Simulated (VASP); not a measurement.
# NaTlS2 (P-4m2) in VASP: notebook

NaTlS2 is run at these levels: PBE, r2SCAN; tasks: single point.

Program: VASP 6.6.1. These are calculated values, not measurements. Logs are shortened: lines on timing, memory, paths and dates and some standing lists are left out, and cuts for length are marked.

## (1) The cell of the first run

It takes space group P-4m2 (No. 115, tetragonal). Conventional cell: a = 4.104 Å, b = 4.104 Å, c = 6.639 Å, α = 90.00°, β = 90.00°, γ = 90.00°. Na (site symmetry -4m2) has 4 S at 2.73 Å within 3.6 Å. Within 3.4 Å of S (site symmetry 2mm) lie 2 Tl at 2.55 Å and 2 Na at 2.73 Å. Within 3.4 Å of Tl (site symmetry -4m2) lie 4 S at 2.55 Å.

## (2) Single point, PBE

Contents of INCAR:

```
PREC     = Accurate       # precision mode
ENCUT    = 520            # plane-wave cutoff, eV
EDIFF    = 1E-6           # SCF threshold, eV
ISMEAR   = 0              # smearing method
SIGMA    = 0.01           # smearing width, eV
LREAL    = F              # projectors in reciprocal space
LASPH    = T              # aspherical terms in the spheres
NELM     = 60             # most SCF steps
ALGO     = Normal         # electronic algorithm
ISIF     = 2              # what is computed and relaxed
LWAVE    = F              # write WAVECAR
LCHARG   = F              # write CHGCAR
GGA      = PE             # functional
NBANDS   = 24             # bands
```

Contents of KPOINTS:

```
regular mesh
0
Gamma
  6 6 4
```

Contents of POSCAR:

```
NaTlS2
1.0
    4.1044901738      0.0000000000      0.0000000000
    0.0000000000      4.1044901738      0.0000000000
    0.0000000000      0.0000000000      6.6389352781
Na S Tl
1 2 1
Direct
    0.0000000000      0.0000000000      0.0000000000
    0.0000000000      0.5000000000      0.2708669250
    0.5000000000      0.0000000000      0.7291330750
    0.5000000000      0.5000000000      0.5000000000
```

Potentials or basis: VASP PAW PBE potentials, release 64 (Na_pv, S, Tl_d).

Run with:

```console
cat potpaw_PBE.64/Na_pv/POTCAR potpaw_PBE.64/S/POTCAR potpaw_PBE.64/Tl_d/POTCAR > POTCAR
mpirun -np 1 vasp_std > vasp.out
```

OUTCAR:

```text
PREC = Accurate
   ENCUT = 520
   EDIFF = 1E-6
   ISMEAR = 0
   LREAL = F
   LASPH = T
   NELM = 60
   ISIF = 2
   GGA = PE

 ion  position               nearest neighbor table
   1  0.000  0.000  0.000-   2 2.73   3 2.73   2 2.73   3 2.73
   2  0.000  0.500  0.271-   4 2.55   4 2.55   1 2.73   1 2.73
   3  0.500  0.000  0.729-   4 2.55   4 2.55   1 2.73   1 2.73
   4  0.500  0.500  0.500-   2 2.55   3 2.55   3 2.55   2 2.55

  LATTYP: Found a simple tetragonal cell.
 ALAT       =     4.1044901738
 C/A-ratio  =     1.6174810992

  Lattice vectors:

 A1 = (   4.1044901738,   0.0000000000,   0.0000000000)
 A2 = (   0.0000000000,   4.1044901738,   0.0000000000)
 A3 = (   0.0000000000,   0.0000000000,   6.6389352781)

Analysis of symmetry for initial positions (statically):
=====================================================================
 Subroutine PRICEL returns:
 Original cell was already a primitive cell.

 Routine SETGRP: Setting up the symmetry group for a
 simple tetragonal supercell.

 Subroutine GETGRP returns: Found  8 space group operations
 (whereof  8 operations were pure point group operations)
 out of a pool of 16 trial point group operations.

The static configuration has the point symmetry D_2d.

Analysis of symmetry for dynamics (positions and initial velocities):
=====================================================================
 Subroutine PRICEL returns:
 Original cell was already a primitive cell.

 Routine SETGRP: Setting up the symmetry group for a
 simple tetragonal supercell.

 Subroutine GETGRP returns: Found  8 space group operations
 (whereof  8 operations were pure point group operations)
 out of a pool of 16 trial point group operations.

The dynamic configuration has the point symmetry D_2d.

 Subroutine INISYM returns: Found  8 space group operations
 (whereof  8 operations are pure point group operations),
 and found     1 'primitive' translations

----------------------------------------------------------------------------------------

                                     Primitive cell

  volume of cell :     111.8451

  direct lattice vectors                    reciprocal lattice vectors
[... 80 lines left out ...]
   NGXF,Y,Z  is equivalent  to a cutoff of  25.92, 25.92, 25.04 a.u.
 SYSTEM =  unknown system
   PREC   = accura    normal or accurate (medium, high low for compatibility)
   ISTART =      0    job   : 0-new  1-cont  2-samecut
   ICHARG =      2    charge: 1-file 2-atom 10-const
   ISPIN  =      1    spin polarized calculation?
   LNONCOLLINEAR =      F non collinear calculations
   LSORBIT =      F    spin-orbit coupling
   LASPH  =      T    aspherical Exc in radial PAW
   ENCUT  =  520.0 eV  38.22 Ry    6.18 a.u.   7.63  7.63 12.34*2*pi/ulx,y,z
   NELM   =     60;   NELMIN=  2; NELMDL= -5     # of ELM steps
   EDIFF  = 0.1E-05   stopping-criterion for ELM
   LREAL  =      F    real-space projection
   EDIFFG = 0.1E-04   stopping-criterion for IOM
   NSW    =      0    number of steps for IOM
   IBRION =     -1    ionic relax: 0-MD 1-quasi-New 2-CG
   NFREE  =      0    steps in history (QN), initial steepest desc. (CG)
   ISIF   =      2    stress and relaxation
   ISYM   =      2    0-nonsym 1-usesym 2-fastsym
   POTIM  = 0.5000    time-step for ionic-motion
   TEBEG  =    0.0;   TEEND  =   0.0 temperature during run
   PSTRESS=    0.0 pullay stress
   NELECT =      32.0000    total number of electrons
   NUPDOWN=      -1.0000    fix difference up-down
   EMIN   =  10.00;   EMAX   =-10.00  energy-range for DOS
   EFERMI =   0.00;   METHOD = LEGACY
   ISMEAR =     0;   SIGMA  =   0.01  broadening in eV -4-tet -1-fermi 0-gaus
   EFERMI_NEDOS =   21; number of points for ismear=-14 and -15
   IALGO  =     38    algorithm
   IMIX   =      4    mixing-type and parameters
     AMIX     =   0.40;   BMIX     =  1.00
     AMIX_MAG =   1.60;   BMIX_MAG =  1.00
  volume/ion in A,a.u.               =      27.96       188.69
  Fermi-wavevector in a.u.,A,eV,Ry     =   1.078746  2.038534 15.833004  1.163693
  Thomas-Fermi vector in A             =   2.214693
   LORBIT       =      0    0 simple, 1 ext, 2 COOP (PROOUT), +10 PAW based schemes
   GGA     = PE    functional components
   LHFCALC =     F    Hartree Fock is set to
   AEXX    =    0.0000 exact exchange contribution
   IVDW    =     0    specifies the selected vdW correction
   LEPSILON=     F    determine dielectric tensor
   LRPA    =     F    only Hartree local field effects (RPA)
 non-spin polarized calculation
 Gauss-broadening in eV      SIGMA  =   0.01
  energy-cutoff  :      520.00
  volume of cell :      111.85
 maximum number of plane-waves:      3039
 NGX is ok and might be reduce to    32
   NGX = 15   NGY = 15   NGZ = 25

 number of electron      32.0000002 magnetization

 Free energy of the ion-electron system (eV)
  ---------------------------------------------------
  ext. energy  EPLUGINS =         0.00000000
  ---------------------------------------------------
  free energy    TOTEN  =       -13.90883064 eV

  energy without entropy =      -13.90883064  energy(sigma->0) =      -13.90883064

 E-fermi :   1.6057     XC(G=0):  -8.0688

 val. band max:        1.4642710691   @ k =   0.0000   0.0000   0.0000
 cond. band min:       2.2715451237   @ k =   0.0000   0.0000   0.0000
 fundamental gap:      0.8072740545
 Fermi energy:         1.6057236688

 k-point     1 :       0.0000    0.0000    0.0000
  band No.  band energies     occupation
      1     -20.7245      2.00000
      2     -20.7245      2.00000
      3     -20.6759      2.00000
      4     -10.5050      2.00000
      5     -10.4000      2.00000
      6      -9.0997      2.00000
[... 637 lines left out ...]
     23       9.3888      0.00000
     24      10.5780      0.00000

 [... further k-points ...]
[... 5 lines left out ...]
  --------------------------------------------------------------------------------------
  -------------------------------------------------------------------------------------
  Total        0.8673008      0.8673008      0.8645783      0.0000000      0.0000000      0.0000000
  in kB       12.4240580     12.4240580     12.3850573      0.0000000      0.0000000      0.0000000
  external PRESSURE =      12.4110578 kB  Pullay stress =       0.0000000 kB

 VOLUME and BASIS-vectors are now :
 -----------------------------------------------------------------------------
  energy-cutoff  :      520.00
  volume of cell :      111.85
      direct lattice vectors                 reciprocal lattice vectors
     4.104490174  0.000000000  0.000000000     0.243635618  0.000000000  0.000000000
     0.000000000  4.104490174  0.000000000     0.000000000  0.243635618  0.000000000
     0.000000000  0.000000000  6.638935278     0.000000000  0.000000000  0.150626563

 POSITION                                       TOTAL-FORCE (eV/Angst)
 -----------------------------------------------------------------------------------
      0.00000      0.00000      0.00000         0.000000     -0.000000      0.000000
      0.00000      2.05225      1.79827         0.000000     -0.000000     -0.126044
      2.05225      0.00000      4.84067         0.000000     -0.000000      0.126044
      2.05225      2.05225      3.31947         0.000000      0.000000      0.000000
 -----------------------------------------------------------------------------------
    total drift:                                0.000000      0.000000     -0.000000

  FREE ENERGIE OF THE ION-ELECTRON SYSTEM (eV)
  ---------------------------------------------------
  free  energy   TOTEN  =       -13.9088306358 eV

  energy  without entropy=      -13.9088306358  energy(sigma->0) =      -13.90883064
```

OSZICAR:

```text
N       E                     dE             d eps       ncg     rms          rms(c)
DAV:   1     0.220686756147E+03    0.22069E+03   -0.15070E+04  1456   0.124E+03
DAV:   2     0.190472818521E+01   -0.21878E+03   -0.20582E+03  1560   0.307E+02
DAV:   3    -0.145269366866E+02   -0.16432E+02   -0.16124E+02  1848   0.792E+01
DAV:   4    -0.149283775164E+02   -0.40144E+00   -0.40102E+00  1632   0.135E+01
DAV:   5    -0.149387493710E+02   -0.10372E-01   -0.10371E-01  1928   0.216E+00    0.104E+01
DAV:   6    -0.139280161375E+02    0.10107E+01   -0.14354E+00  1496   0.909E+00    0.811E+00
DAV:   7    -0.139026813037E+02    0.25335E-01   -0.61675E-01  1712   0.423E+00    0.340E+00
DAV:   8    -0.139048678804E+02   -0.21866E-02   -0.55155E-02  1672   0.212E+00    0.775E-01
DAV:   9    -0.139069728284E+02   -0.21049E-02   -0.69275E-03  1680   0.549E-01    0.188E-01
DAV:  10    -0.139079119276E+02   -0.93910E-03   -0.17188E-03  1568   0.341E-01    0.840E-02
DAV:  11    -0.139087651176E+02   -0.85319E-03   -0.84203E-04  1528   0.162E-01    0.261E-02
DAV:  12    -0.139088226258E+02   -0.57508E-04   -0.90201E-05  1720   0.513E-02    0.977E-03
DAV:  13    -0.139088299879E+02   -0.73620E-05   -0.79310E-06  1536   0.134E-02    0.473E-03
DAV:  14    -0.139088306358E+02   -0.64789E-06   -0.63349E-07  1352   0.439E-03
   1 F= -.13908831E+02 E0= -.13908831E+02  d E =-.992691E-91
```

It took 53 s on 1 thread of Intel Xeon Platinum 8488C (Sapphire Rapids), shared host; peak memory 0.26 GiB.

Results:

```
Free energy            : -13.9088 eV
Pressure               : 1.2 GPa
Largest force          : 0.126 eV/Å
Band gap on the k mesh : 0.81 eV, direct
```

Forces in eV/Å, atoms in the order of the input:
```
Na   0.000  0.000  0.000
S    0.000  0.000 -0.126
S    0.000  0.000  0.126
Tl   0.000  0.000  0.000
```

Caveat: spin-orbit coupling is left out, which moves the levels of the heavy elements.

## (3) Single point, PBE

Contents of INCAR:

```
SYSTEM = NaTlS2
PREC = Accurate
ENCUT = 520
EDIFF = 1E-6
ISMEAR = 0
SIGMA = 0.01
LREAL = .False.
LASPH = .True.
NELM = 100
ALGO = Normal
ISIF = 2
LWAVE = .False.
LCHARG = .False.
GGA = PE
NBANDS = 24
```

Contents of KPOINTS:

```
regular mesh
0
Gamma
  6 6 4
  0 0 0
```

POSCAR is that of step 2.

Potentials or basis: VASP PAW PBE potentials, release 64 (Na_pv, S, Tl_d).

Run with:

```console
cat potpaw_PBE.64/Na_pv/POTCAR potpaw_PBE.64/S/POTCAR potpaw_PBE.64/Tl_d/POTCAR > POTCAR
mpirun -np 1 vasp_std > vasp.out
```

It took 53 s on 1 thread of Intel Xeon Platinum 8488C (Sapphire Rapids), shared host; peak memory 0.26 GiB.

It converged, with:

```yaml
Free_energy: -13.9088 eV
Pressure: 1.2 GPa
Largest_force: 0.126 eV/Å
Band_gap_on_the_k_mesh: 0.81 eV, direct
```

Forces in eV/Å, atoms in the order of the input:
```
Na   0.000  0.000  0.000
S    0.000  0.000 -0.126
S    0.000  0.000  0.126
Tl   0.000  0.000  0.000
```

Levels at points of the mesh, in eV from the valence-band top:
```csv
k point,band 13,band 14,band 15,band 16,band 17,band 18,band 19,band 20
"(0.00, 0.00, 0.00)",-1.36,-0.42,0.00,0.00,0.81,3.62,5.47,6.92
"(0.50, 0.00, 0.00)",-1.53,-1.26,-0.92,-0.06,2.19,5.87,5.93,6.52
"(0.50, 0.50, 0.00)",-1.65,-1.65,-1.52,-0.89,2.42,4.07,4.07,6.89
"(0.00, 0.00, 0.50)",-1.30,-1.26,-0.10,-0.10,1.90,3.61,5.99,6.51
"(0.50, 0.00, 0.50)",-1.07,-0.91,-0.69,-0.06,1.51,5.08,6.30,6.51
"(0.50, 0.50, 0.50)",-1.73,-1.73,-1.23,-1.23,3.10,4.99,4.99,7.06
```

Caveat: spin-orbit coupling is left out, which moves the levels of the heavy elements.

## (4) Single point, r2SCAN

POSCAR is that of step 3.

Contents of INCAR.step1:

```
ALGO = Normal
EDIFF = 1E-4
ENCUT = 520
GGA = PE
ISMEAR = 0
LASPH = T
LCHARG = F
LREAL = F
LWAVE = T
NBANDS = 24
NELM = 100
PREC = Accurate
SIGMA = 0.01
```

Contents of INCAR.step2:

```
ALGO = Normal
EDIFF = 1E-6
ENCUT = 520
ISIF = 2
ISMEAR = 0
ISTART = 1
LASPH = T
LCHARG = F
LMIXTAU = T
LREAL = F
LWAVE = F
METAGGA = R2SCAN
NBANDS = 24
NELM = 100
PREC = Accurate
SIGMA = 0.01
```

Contents of KPOINTS:

```
k-points
0
Gamma
  6 6 4
```

Run with:

```console
cat potpaw_PBE.64/Na_pv/POTCAR potpaw_PBE.64/S/POTCAR potpaw_PBE.64/Tl_d/POTCAR > POTCAR
cp INCAR.step1 INCAR
mpirun -np 1 vasp_std > vasp.out
cp INCAR.step2 INCAR
mpirun -np 1 vasp_std > vasp.out
```

It took 2.5 min on 1 thread of Intel Xeon Platinum 8488C (Sapphire Rapids), shared host; peak memory 0.26 GiB.

Results (log left out):

| Quantity | Value |
| --- | --- |
| Free energy | -75.4399 eV |
| Pressure | -0.1 GPa |
| Largest force | 0.004 eV/Å |
| Band gap on the k mesh | 1.10 eV, direct |

Forces on the atoms (eV/Å):
```
Na   0.000  0.000  0.000
S    0.000  0.000 -0.004
S    0.000  0.000  0.004
Tl   0.000  0.000  0.000
```

Levels at points of the mesh, in eV from the valence-band top:
```csv
k point,band 14,band 15,band 16,band 17,band 18,band 19
"(0.00, 0.00, 0.00)",-0.42,0.00,0.00,1.10,3.97,5.95
"(0.50, 0.00, 0.00)",-1.26,-0.93,-0.07,2.49,6.32,6.36
"(0.50, 0.50, 0.00)",-1.68,-1.54,-0.92,2.69,4.37,4.37
"(0.00, 0.00, 0.50)",-1.25,-0.10,-0.10,2.17,4.00,6.37
"(0.50, 0.00, 0.50)",-0.91,-0.71,-0.07,1.79,5.64,6.76
"(0.50, 0.50, 0.50)",-1.77,-1.28,-1.23,3.42,5.32,5.32
```

Caveat: the PAW data sets were made with another functional, which shifts forces and pressure a little; spin-orbit coupling is left out, which moves the levels of the heavy elements.

[end of part 1 of 2]
